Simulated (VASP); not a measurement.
# Sn (I4_1/amd) in VASP: further runs

The runs below take Sn through single point, with PBE.

Everything below comes from runs of VASP 6.6.1. Logs are shortened: lines on timing, memory, paths and dates and some standing lists are left out, and cuts for length are marked.

## 1. The cell of the first run

It takes space group I4_1/amd (No. 141, tetragonal). The conventional cell has a = 4.645 Å, b = 4.645 Å, c = 6.179 Å, α = 90.00°, β = 90.00°, γ = 90.00°. Sn (site symmetry -4m2) has 4 Sn at 2.79 Å within 3.7 Å.

## 2. Single point, PBE (uniaxial z strain -5.9%)

The input, INCAR:

```
SYSTEM = Sn
PREC = Accurate
ENCUT = 500
EDIFF = 1E-6
ISMEAR = -1
SIGMA = 0.02
LREAL = .False.
LASPH = .True.
NELM = 120
ALGO = Normal
ISIF = 2
LWAVE = .False.
LCHARG = .False.
GGA = PE
NBANDS = 21
GGA_COMPAT = .False.
```

The input, KPOINTS:

```
Automatic mesh
0
Gamma
  6 6 6
  0 0 0
```

The input, POSCAR:

```
Sn
1.0
    0.0000000000      3.2844597802      3.0896913153
    3.2844597802      0.0000000000      3.0896913153
    3.2844597802      3.2844597802      0.0000000000
Sn
2
Direct
    0.0000000000      0.0000000000      0.0000000000
    0.2500000000      0.2500000000      0.2500000000
```

Potentials or basis: VASP PAW PBE potentials, release 64 (Sn_d).

The run is started by

```bash
$ cat potpaw_PBE.64/Sn_d/POTCAR > POTCAR
$ mpirun -np 1 vasp_std > vasp.out
```

OUTCAR:

```text
SYSTEM = Sn
   PREC = Accurate
   ENCUT = 500
   EDIFF = 1E-6
   ISMEAR = -1
   LREAL = .False.
   LASPH = .True.
   NELM = 120
   ISIF = 2
   GGA = PE

 ion  position               nearest neighbor table
   1  0.000  0.000  0.000-   2 2.79   2 2.79   2 2.79   2 2.79
   2  0.250  0.250  0.250-   1 2.79   1 2.79   1 2.79   1 2.79

  LATTYP: Found a body centered tetragonal cell.
 ALAT       =     4.6449275662
 C/A-ratio  =     1.3303506982

  Lattice vectors:

 A1 = (   0.0000000000,  -3.2844597802,  -3.0896913153)
 A2 = (   0.0000000000,   3.2844597802,  -3.0896913153)
 A3 = (   3.2844597802,   0.0000000000,   3.0896913153)

Analysis of symmetry for initial positions (statically):
=====================================================================
 Subroutine PRICEL returns:
 Original cell was already a primitive cell.

 Routine SETGRP: Setting up the symmetry group for a
 body centered tetragonal supercell.

 Subroutine GETGRP returns: Found 16 space group operations
 (whereof  8 operations were pure point group operations)
 out of a pool of 16 trial point group operations.

The static configuration has the point symmetry D_2d.
 The point group associated with its full space group is D_4h.

Analysis of symmetry for dynamics (positions and initial velocities):
=====================================================================
 Subroutine PRICEL returns:
 Original cell was already a primitive cell.

 Routine SETGRP: Setting up the symmetry group for a
 body centered tetragonal supercell.

 Subroutine GETGRP returns: Found 16 space group operations
 (whereof  8 operations were pure point group operations)
 out of a pool of 16 trial point group operations.

The dynamic configuration has the point symmetry D_2d.
 The point group associated with its full space group is D_4h.

 Subroutine INISYM returns: Found 16 space group operations
 (whereof  8 operations are pure point group operations),
 and found     1 'primitive' translations

----------------------------------------------------------------------------------------

                                     Primitive cell
[... 75 lines left out ...]
   total plane-waves  NPLWV =  46656
   dimension x,y,z NGX =    36 NGY =   36 NGZ =   36
   dimension x,y,z NGXF=    72 NGYF=   72 NGZF=   72
   ions per type =               2
   NGX,Y,Z   is equivalent  to a cutoff of  13.27, 13.27, 12.88 a.u.
   NGXF,Y,Z  is equivalent  to a cutoff of  26.54, 26.54, 25.77 a.u.
 SYSTEM =  Sn
   PREC   = accura    normal or accurate (medium, high low for compatibility)
   ISTART =      0    job   : 0-new  1-cont  2-samecut
   ICHARG =      2    charge: 1-file 2-atom 10-const
   ISPIN  =      1    spin polarized calculation?
   LNONCOLLINEAR =      F non collinear calculations
   LSORBIT =      F    spin-orbit coupling
   LASPH  =      T    aspherical Exc in radial PAW
   ENCUT  =  500.0 eV  36.75 Ry    6.06 a.u.   8.22  8.22  8.47*2*pi/ulx,y,z
   NELM   =    120;   NELMIN=  2; NELMDL= -5     # of ELM steps
   EDIFF  = 0.1E-05   stopping-criterion for ELM
   LREAL  =      F    real-space projection
   EDIFFG = 0.1E-04   stopping-criterion for IOM
   NSW    =      0    number of steps for IOM
   IBRION =     -1    ionic relax: 0-MD 1-quasi-New 2-CG
   NFREE  =      0    steps in history (QN), initial steepest desc. (CG)
   ISIF   =      2    stress and relaxation
   ISYM   =      2    0-nonsym 1-usesym 2-fastsym
   POTIM  = 0.5000    time-step for ionic-motion
   TEBEG  =    0.0;   TEEND  =   0.0 temperature during run
   PSTRESS=    0.0 pullay stress
   NELECT =      28.0000    total number of electrons
   NUPDOWN=      -1.0000    fix difference up-down
   EMIN   =  10.00;   EMAX   =-10.00  energy-range for DOS
   EFERMI =   0.00;   METHOD = LEGACY
   ISMEAR =    -1;   SIGMA  =   0.02  broadening in eV -4-tet -1-fermi 0-gaus
   EFERMI_NEDOS =   21; number of points for ismear=-14 and -15
   IALGO  =     38    algorithm
   IMIX   =      4    mixing-type and parameters
     AMIX     =   0.40;   BMIX     =  1.00
     AMIX_MAG =   1.60;   BMIX_MAG =  1.00
  volume/ion in A,a.u.               =      33.33       224.93
  Fermi-wavevector in a.u.,A,eV,Ry     =   1.226036  2.316872 20.451788  1.503164
  Thomas-Fermi vector in A             =   2.361052
   LORBIT       =      0    0 simple, 1 ext, 2 COOP (PROOUT), +10 PAW based schemes
   GGA     = PE    functional components
   LHFCALC =     F    Hartree Fock is set to
   AEXX    =    0.0000 exact exchange contribution
   IVDW    =     0    specifies the selected vdW correction
   LEPSILON=     F    determine dielectric tensor
   LRPA    =     F    only Hartree local field effects (RPA)
 non-spin polarized calculation
  energy-cutoff  :      500.00
  volume of cell :       66.66
 maximum number of plane-waves:      1707
 NGX is ok and might be reduce to    36
   NGX = 17   NGY = 17   NGZ = 17

 number of electron      28.0000005 magnetization

 Free energy of the ion-electron system (eV)
  ---------------------------------------------------
  ext. energy  EPLUGINS =         0.00000000
  ---------------------------------------------------
  free energy    TOTEN  =        -7.55291719 eV

  energy without entropy =       -7.55231063  energy(sigma->0) =       -7.55261391

 E-fermi :   5.8821     XC(G=0):  -8.9818

 val. band max:        5.8721366127   @ k =   0.0000   0.0000   0.0000
 cond. band min:       5.9111693587   @ k =   0.5000  -0.0000   0.0000
 fundamental gap:      0.0390327461
 Fermi energy:         5.8820716760

 k-point     1 :       0.0000    0.0000    0.0000
  band No.  band energies     occupation
      1     -15.8332      2.00000
      2     -15.8054      2.00000
      3     -15.8054      2.00000
      4     -15.7583      2.00000
      5     -15.7460      2.00000
      6     -15.4383      2.00000
[... 565 lines left out ...]
     20      15.3407      0.00000
     21      15.7269      0.00000

 [... further k-points ...]
[... 5 lines left out ...]
  --------------------------------------------------------------------------------------
  -------------------------------------------------------------------------------------
  Total        1.6521120      1.6521120      2.3219454      0.0000000      0.0000000      0.0000000
  in kB       39.7079149     39.7079149     55.8071177      0.0000000      0.0000000      0.0000000
  external PRESSURE =      45.0743158 kB  Pullay stress =       0.0000000 kB

 VOLUME and BASIS-vectors are now :
 -----------------------------------------------------------------------------
  energy-cutoff  :      500.00
  volume of cell :       66.66
      direct lattice vectors                 reciprocal lattice vectors
     0.000000000  3.284459780  3.089691315    -0.152232036  0.152232036  0.161828464
     3.284459780  0.000000000  3.089691315     0.152232036 -0.152232036  0.161828464
     3.284459780  3.284459780  0.000000000     0.152232036  0.152232036 -0.161828464

 POSITION                                       TOTAL-FORCE (eV/Angst)
 -----------------------------------------------------------------------------------
      0.00000      0.00000      0.00000        -0.000000     -0.000000      0.000000
      1.64223      1.64223      1.54485         0.000000      0.000000      0.000000
 -----------------------------------------------------------------------------------
    total drift:                                0.000000      0.000000      0.000000

  FREE ENERGIE OF THE ION-ELECTRON SYSTEM (eV)
  ---------------------------------------------------
  free  energy   TOTEN  =        -7.5529171939 eV

  energy  without entropy=       -7.5523106257  energy(sigma->0) =       -7.55261391
```

stdout:

```text
POSCAR found type information on POSCAR Sn
 POSCAR found :  1 types and       2 ions
 scaLAPACK will be used
 LDA part: xc-table for (Slater+PW92), standard interpolation
 POSCAR, INCAR and KPOINTS ok, starting setup
 FFT: planning ... GRIDC
 FFT: planning ... GRID_SOFT
 FFT: planning ... GRID
 WAVECAR not read
 entering main loop
```

Run time: 52 s. Hardware: 1 thread of Intel Xeon 8259CL, shared host; peak memory 0.21 GiB.

What came out:

| Item | Value |
| --- | --- |
| Free energy | -7.5529 eV |
| Pressure | 4.5 GPa |

Levels at points of the mesh, in eV from the Fermi level:
| k point | band 11 | band 12 | band 13 | band 14 | band 15 | band 16 | band 17 | band 18 |
| --- | --- | --- | --- | --- | --- | --- | --- | --- |
| (0.00, 0.00, 0.00) | -10.73 | -0.45 | -0.01 | -0.01 | 0.38 | 2.04 | 2.29 | 2.29 |
| (0.50, 0.00, 0.00) | -9.06 | -6.35 | -1.33 | -0.91 | 0.03 | 3.13 | 3.47 | 5.70 |
| (0.50, 0.50, 0.00) | -7.41 | -7.41 | -2.73 | -2.73 | 0.58 | 0.58 | 7.95 | 7.95 |
| (0.50, 0.00, 0.50) | -7.63 | -7.63 | -2.38 | -2.38 | 0.96 | 0.96 | 7.73 | 7.73 |

Caveat: the cell differs from its parent crystal (uniaxial z strain -5.9%); the cell stands under pressure; spin-orbit coupling is left out, which moves the levels of the heavy elements.

## 3. Single point, PBE (epitaxial xy strain -4.0%)

The input, INCAR:

```
ALGO = Normal
EDIFF = 1E-6
ENCUT = 500
GGA = PE
GGA_COMPAT = False
ISIF = 2
ISMEAR = -1
LASPH = True
LCHARG = True
LELF = True
LREAL = False
LVHAR = True
LWAVE = False
NBANDS = 21
NELM = 120
PREC = Accurate
SIGMA = 0.02
```

The input, KPOINTS:

```
k-points
0
Gamma
  6 6 6
```

The input, POSCAR:

```
Sn
1.0
    0.0000000000      3.1517676051      3.4095993846
    3.1517676051      0.0000000000      3.4095993846
    3.1517676051      3.1517676051      0.0000000000
Sn
2
Direct
    0.0000000000      0.0000000000      0.0000000000
    0.2500000000      0.2500000000      0.2500000000
```

Potentials or basis: VASP PAW PBE potentials, release 64 (Sn_d).

The run is started by

```bash
$ cat potpaw_PBE.64/Sn_d/POTCAR > POTCAR
$ mpirun -np 1 vasp_std > vasp.out
```

Run time: 58 s. Hardware: 1 thread of Intel Xeon 8259CL, shared host; peak memory 0.21 GiB.

It converged, with:

```
Free energy            : -7.5672 eV
Pressure               : 3.6 GPa
Band gap on the k mesh : zero (bands 14 and 15 overlap by 0.35 eV)
```

Stress tensor (GPa, compression positive):
```
4.52 0.00 0.00
0.00 4.52 0.00
0.00 0.00 1.82
```

Levels at points of the mesh, in eV from the Fermi level:
| k point | band 11 | band 12 | band 13 | band 14 | band 15 | band 16 | band 17 | band 18 |
| --- | --- | --- | --- | --- | --- | --- | --- | --- |
| (0.00, 0.00, 0.00) | -10.57 | -0.54 | -0.21 | 0.36 | 0.36 | 2.16 | 2.16 | 2.48 |
| (0.50, 0.00, 0.00) | -8.92 | -6.24 | -1.33 | -0.74 | 0.01 | 3.24 | 3.50 | 5.77 |
| (0.50, 0.50, 0.00) | -7.64 | -7.64 | -2.10 | -2.10 | 1.25 | 1.25 | 7.78 | 7.78 |
| (0.50, 0.00, 0.50) | -7.35 | -7.35 | -2.53 | -2.53 | 0.74 | 0.74 | 7.61 | 7.61 |

Caveat: the cell differs from its parent crystal (epitaxial xy strain -4.0%); the cell stands under pressure; spin-orbit coupling is left out, which moves the levels of the heavy elements.
